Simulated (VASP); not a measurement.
Hf3N2, 5 atoms in the cell. It takes space group R-3m (No. 166, trigonal). Conventional cell: a = 3.199 Å, b = 3.199 Å, c = 23.265 Å, α = 90.00°, β = 90.00°, γ = 120.00°. Hf (site symmetry 3m) has 3 N at 2.29 Å within 3.0 Å. Within 3.0 Å of Hf (site symmetry -3m) lie 6 N at 2.24 Å. N (site symmetry 3m) has 6 Hf at 2.24 to 2.29 Å within 3.0 Å. 

* Program: VASP 6.6.1
* Task: single point
* Functional: PBEsol
* Potentials or basis: VASP PAW PBE potentials, release 64 (Hf_pv, N)
* Cutoff: 520 eV
* k mesh: 9 × 9 × 9
* Occupations: methfessel-paxton, width 0.1 eV
* Spin: no spin polarisation
* Dipole correction: no
* Further INCAR settings: ALGO = Normal; EDIFF = 1e-07; NBANDS = 28

Potentials or basis: VASP PAW PBE potentials, release 64 (Hf_pv, N).

Command:

```bash
$ cat potpaw_PBE.64/Hf_pv/POTCAR potpaw_PBE.64/N/POTCAR > POTCAR
$ mpirun -np 1 vasp_std > vasp.out
```

Hardware: 1 thread of Intel(R) Xeon(R) Platinum 8488C (Sapphire Rapids) (shared host).

Problem. How long does it take, and how much memory?

Solution. It took 9.7 min on 1 thread of Intel(R) Xeon(R) Platinum 8488C (Sapphire Rapids) (shared host), peak memory 0.55 GiB. Counts: scf iterations 16, k points 85.
